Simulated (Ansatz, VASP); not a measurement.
# GaP in VASP and in Ansatz

```
CELL_PARAMETERS angstrom
0.00000 2.83426 2.50723
2.83426 0.00000 2.50723
2.83426 2.83426 0.00000
ATOMIC_POSITIONS crystal
Ga 0.00000 0.00000 0.00000
P 0.75000 0.75000 0.75000
```

Change from the starting cell: strain +0.040 along x and y, -0.080 along z, atoms carried along.

Alike in both runs: task single point; functional r2SCAN; k mesh 8 × 8 × 8; occupations gaussian, width 0.05 eV; no spin polarisation.

|  | VASP | Ansatz |
| --- | --- | --- |
| version | VASP 6.6.1 | Ansatz 0.2.0 |
| potentials or method | VASP PAW PBE potentials, release 64 (Ga_d, P), cutoff 520 eV | scalar-relativistic, plane waves, PAW |
| valence electrons in the cell | 18 | 18 |

|  | VASP | Ansatz | Ansatz less VASP |
| --- | --- | --- | --- |
| gap on the k mesh at the Fermi level (eV) | 0.73 | 0.73 | -0.006 |
| least direct gap on the mesh (eV) | 1.89 | 1.91 | +0.022 |
| pressure (GPa) | 0.1 | 0.1 | +0.06 |
| traceless stress, the component that is largest in VASP (GPa) | 5.29 | 5.29 | +0.005 |

VASP's potentials were made for PBE, not for r2SCAN.
